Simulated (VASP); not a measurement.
# Rh (Pm-3n) in VASP: a series of runs, part 2 of 2

VASP 6.6.1. Earlier steps stand in the parts before.

## Step 4: Relaxation of cell and atoms, PBE

The input, INCAR:

```
SYSTEM = Rh
PREC     = Accurate       ! precision mode
ENCUT    = 600            ! plane-wave cutoff, eV
EDIFF    = 1E-6           ! SCF threshold, eV
ISMEAR   = 0              ! smearing method
SIGMA    = 0.1            ! smearing width, eV
LREAL    = .False.        ! projectors in reciprocal space
LASPH    = .True.         ! aspherical terms in the spheres
NELM     = 80             ! most SCF steps
ALGO     = Fast           ! electronic algorithm
ISIF     = 3              ! what is computed and relaxed
LWAVE    = .False.        ! write WAVECAR
LCHARG   = .False.        ! write CHGCAR
GGA      = PE             ! functional
IBRION   = 2              ! ionic algorithm
NSW      = 90             ! ionic steps
EDIFFG   = -0.04          ! ionic threshold
```

The input, KPOINTS:

```
Automatic mesh
0
Gamma
  4 4 4
  0 0 0
```

The input, POSCAR:

```
Rh
1.0
    4.8167028597      0.0000000000      0.0000000000
    0.0000000000      4.8167028597      0.0000000000
    0.0000000000      0.0000000000      4.8167028597
Rh
8
Direct
    0.5000000000      0.5000000000      0.5000000000
    0.0000000000      0.0000000000      0.0000000000
    0.2500000000      0.0000000000      0.5000000000
    0.5000000000      0.2500000000      0.0000000000
    0.5000000000      0.7500000000      0.0000000000
    0.7500000000      0.0000000000      0.5000000000
    0.0000000000      0.5000000000      0.7500000000
    0.0000000000      0.5000000000      0.2500000000
```

Potentials or basis: VASP PAW PBE potentials, release 64 (Rh_pv).

Launch:

```sh
$ cat potpaw_PBE.64/Rh_pv/POTCAR > POTCAR
$ mpirun -np 1 vasp_std > vasp.out
```

OUTCAR:

```text
SYSTEM = Rh
   PREC = Accurate
   ENCUT = 600
   EDIFF = 1E-6
   ISMEAR = 0
   LREAL = .False.
   LASPH = .True.
   NELM = 80
   ISIF = 3
   GGA = PE
   IBRION = 2
   NSW = 90
   EDIFFG = -0.04

 ion  position               nearest neighbor table
   1  0.500  0.500  0.500-   3 2.69   4 2.69   5 2.69   6 2.69   7 2.69   8 2.69   4 2.69   5 2.69
                             3 2.69   6 2.69   7 2.69   8 2.69
   2  0.000  0.000  0.000-   3 2.69   4 2.69   5 2.69   6 2.69   7 2.69   8 2.69   3 2.69   6 2.69
                             7 2.69   8 2.69   4 2.69   5 2.69
   3  0.250  0.000  0.500-   6 2.41   6 2.41   1 2.69   2 2.69   1 2.69   2 2.69   8 2.95   5 2.95
                             4 2.95   5 2.95   4 2.95   7 2.95   8 2.95   7 2.95
   4  0.500  0.250  0.000-   5 2.41   5 2.41   1 2.69   1 2.69   2 2.69   2 2.69   8 2.95   3 2.95
                             3 2.95   6 2.95   6 2.95   7 2.95   7 2.95   8 2.95
   5  0.500  0.750  0.000-   4 2.41   4 2.41   1 2.69   1 2.69   2 2.69   2 2.69   8 2.95   3 2.95
                             3 2.95   6 2.95   6 2.95   7 2.95   7 2.95   8 2.95
   6  0.750  0.000  0.500-   3 2.41   3 2.41   1 2.69   2 2.69   1 2.69   2 2.69   8 2.95   4 2.95
                             4 2.95   5 2.95   5 2.95   7 2.95   8 2.95   7 2.95
[... 245 lines left out ...]
      3     -37.4158      2.00000
      4     -37.0162      2.00000
      5     -37.0162      2.00000
      6     -37.0162      2.00000
[... 780 lines left out ...]
--------------------------------------- Ionic step        3  -------------------------------------------

 number of electron     120.0000036 magnetization

 Free energy of the ion-electron system (eV)
  ---------------------------------------------------
  ext. energy  EPLUGINS =         0.00000000
  ---------------------------------------------------
  free energy    TOTEN  =       -55.61546753 eV

  energy without entropy =      -55.51946762  energy(sigma->0) =      -55.56746757

 E-fermi :  10.9432     XC(G=0): -13.6374

 val. band max:       10.9213018080   @ k =   0.2500   0.2500   0.0000
 cond. band min:      10.9502555366   @ k =   0.5000   0.5000   0.5000
 fundamental gap:      0.0289537286
 Fermi energy:        10.9432241032

 k-point     1 :       0.0000    0.0000    0.0000
  band No.  band energies     occupation
      1     -36.3406      2.00000
      2     -36.3406      2.00000
      3     -36.2745      2.00000
      4     -35.8090      2.00000
      5     -35.8090      2.00000
      6     -35.8090      2.00000
[... 774 lines left out ...]
  FREE ENERGIE OF THE ION-ELECTRON SYSTEM (eV)
  ---------------------------------------------------
  free  energy   TOTEN  =       -55.6154675251 eV

  energy  without entropy=      -55.5194676233  energy(sigma->0) =      -55.56746757

 reached required accuracy - stopping structural energy minimisation
```

CONTCAR:

```text
Rh
   1.00000000000000
     4.8844140421221001   -0.0000000000000000    0.0000000000000000
     0.0000000000000000    4.8844140421221001   -0.0000000000000000
    -0.0000000000000000   -0.0000000000000000    4.8844140421221001
  Rh
     8
Direct
     0.5000000000000000    0.5000000000000000    0.5000000000000000
     0.0000000000000000    0.0000000000000000    0.0000000000000000
     0.2500000000000000    0.0000000000000000    0.5000000000000000
     0.5000000000000000    0.2500000000000000    0.0000000000000000
     0.5000000000000000    0.7500000000000000    0.0000000000000000
     0.7500000000000000    0.0000000000000000    0.5000000000000000
     0.0000000000000000    0.5000000000000000    0.7500000000000000
     0.0000000000000000    0.5000000000000000    0.2500000000000000

  0.00000000E+00  0.00000000E+00  0.00000000E+00
  0.00000000E+00  0.00000000E+00  0.00000000E+00
  0.00000000E+00  0.00000000E+00  0.00000000E+00
  0.00000000E+00  0.00000000E+00  0.00000000E+00
  0.00000000E+00  0.00000000E+00  0.00000000E+00
  0.00000000E+00  0.00000000E+00  0.00000000E+00
  0.00000000E+00  0.00000000E+00  0.00000000E+00
  0.00000000E+00  0.00000000E+00  0.00000000E+00
```

It took 3 min on 1 thread of AMD EPYC 9R45 (Zen 5), shared host; peak memory 0.24 GiB.

Results:

* Free energy: -55.6155 eV
* Relaxed volume: 14.57 Å³/atom
* Relaxed cell: a = 4.884 Å, b = 4.884 Å, c = 4.884 Å, α = 90.00°, β = 90.00°, γ = 90.00°
* Space group after relaxing (to 0.1 Å): Pm-3n (No. 223)
* Energy gained by relaxing: 18.3 meV/atom
* Ionic steps: 3
* Pressure after relaxing: -0.3 GPa
* Band gap on the k mesh: zero (bands 60 and 61 overlap by 0.35 eV)

Step by step:
```tsv
step	energy change (eV)	largest force (eV/Å)	pressure (GPa)	volume (Å³)
1	0.0000	0.0000	10.69	111.75
2	0.5018	0.0000	-16.93	127.52
3	-0.1464	0.0000	-0.29	116.53
```

Final structure:
```
Rh
1.0
     4.88441    0.00000    0.00000
     0.00000    4.88441    0.00000
     0.00000    0.00000    4.88441
Rh
8
Direct
  0.50000 0.50000 0.50000
  0.00000 0.00000 0.00000
  0.25000 0.00000 0.50000
  0.50000 0.25000 0.00000
  0.50000 0.75000 0.00000
  0.75000 0.00000 0.50000
  0.00000 0.50000 0.75000
  0.00000 0.50000 0.25000
```

## Step 5: Overview

| task | cell | cutoff (eV) | gap on the mesh (eV) | pressure (GPa) |
| --- | --- | --- | --- | --- |
| single point | a = 4.817 Å, 8 atoms | 520 | none | 10.7 |
| single point | a = 4.883 Å, 8 atoms | 520 | none | 0.0 |
| relaxation of cell and atoms | relaxed from a = 4.817 Å, 8 atoms | 600 | none | -0.3 |

Alike in all rows: level PBE; potentials or basis VASP PAW PBE potentials, release 64 (Rh_pv); no spin polarisation; k mesh 4 × 4 × 4; smearing gaussian 0.1 eV.

Caveats: the cell stands under pressure (at least some runs).

Absolute energies hang on the potentials; compare differences alone.

The gap in the log of VASP goes by the Fermi energy; the results here count the filled bands.